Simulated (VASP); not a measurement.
The system is GaAs2.

```
Ga As
1.0
     3.20765    0.00000    0.00000
    -1.60383    2.77791    0.00000
     0.00000    0.00000   12.47646
Ga As
2 4
Direct
  0.33333 0.66667 0.25000
  0.66667 0.33333 0.75000
  0.33333 0.66667 0.62750
  0.66667 0.33333 0.12750
  0.33333 0.66667 0.87250
  0.66667 0.33333 0.37250
```

```yaml
Program: VASP 6.6.1
Task: relaxation of cell and atoms
Functional: PBE
Potentials_or_basis: VASP PAW PBE potentials, release 64 (Ga_d, As)
Cutoff: 600 eV
k_mesh: 6 × 6 × 2
Occupations: gaussian, width 0.1 eV
Spin: no spin polarisation
```

At the start: pressure 23.2 GPa; volume 18.53 Å³/atom.

How do energy, volume and symmetry change on relaxing?

Over 33 steps the energy falls by 505.9 meV/atom and the volume is 21.11 Å³/atom (+14.0 %); space group P6_3/mmc (No. 194, to 0.1 Å) before and after.

Step by step:
| step | energy change (eV) | largest force (eV/Å) | pressure (GPa) | volume (Å³) |
| --- | --- | --- | --- | --- |
| 1 | 0.0000 | 2.5137 | 23.19 | 111.17 |
| 2 | -0.7099 | 0.9785 | -8.24 | 160.13 |
| 3 | -1.6611 | 0.2404 | -0.18 | 134.66 |
| 4 | -1.6621 | 0.2097 | 0.08 | 134.16 |
| 5 | -1.6621 | 0.1786 | 0.35 | 133.67 |
| 6 | -1.7417 | 0.0447 | 0.05 | 134.89 |
| 7 | -1.7846 | 0.0361 | -0.02 | 135.89 |
| 8 | -2.0977 | 0.5639 | -0.35 | 137.69 |
| 9 | -2.7097 | 0.2658 | -0.80 | 140.35 |
| 10 | -1.6194 | 2.9733 | 5.08 | 141.47 |
| 11 | -2.7801 | 0.0619 | -0.71 | 140.96 |
| 12 | -2.7905 | 0.2377 | -0.29 | 141.26 |
| 13 | -2.7920 | 0.1438 | -0.41 | 141.18 |
| 14 | -2.7907 | 0.0717 | -0.50 | 141.11 |
| 15 | -2.7979 | 0.3393 | 0.87 | 137.54 |
| 16 | -2.7985 | 0.2774 | 0.49 | 138.34 |
| 17 | -2.8046 | 0.2917 | 0.53 | 137.75 |
| 18 | -2.8256 | 0.3354 | 0.69 | 136.00 |
| 19 | -2.8725 | 0.4108 | 1.08 | 132.51 |
| 20 | -2.9286 | 0.5523 | 3.06 | 125.56 |
| 21 | -2.9333 | 0.5414 | 3.10 | 125.40 |
| 22 | -2.9455 | 0.5078 | 3.05 | 124.92 |
| 23 | -2.9588 | 0.4185 | 3.16 | 123.96 |
| 24 | -2.9716 | 0.3849 | 2.78 | 124.40 |
| 25 | -3.0019 | 0.2854 | 1.78 | 125.74 |
| 26 | -3.0270 | 0.1074 | -0.14 | 128.44 |
| 27 | -3.0270 | 0.0999 | -0.26 | 128.58 |
| 28 | -3.0275 | 0.0972 | -0.19 | 128.51 |
| 29 | -3.0289 | 0.0899 | -0.15 | 128.28 |
| 30 | -3.0311 | 0.0760 | -0.06 | 127.83 |
| 31 | -3.0336 | 0.0507 | 0.15 | 126.93 |
| 32 | -3.0338 | 0.0429 | 0.24 | 126.58 |
| 33 | -3.0352 | 0.0308 | 0.13 | 126.69 |

Final structure:
```
CELL_PARAMETERS angstrom
3.83078 0.00000 0.00000
-1.91539 3.31755 0.00000
0.00000 0.00000 9.96847
ATOMIC_POSITIONS crystal
Ga 0.33333 0.66667 0.25000
Ga 0.66667 0.33333 0.75000
As 0.33333 0.66667 0.60310
As 0.66667 0.33333 0.10310
As 0.33333 0.66667 0.89690
As 0.66667 0.33333 0.39690
```

Caveat: the k points lie up to 0.32 Å⁻¹ apart in the final cell, too coarse for converged energies and pressures of a metal; a cell axis changed by over 15 % at a fixed basis, so the end point is rough.
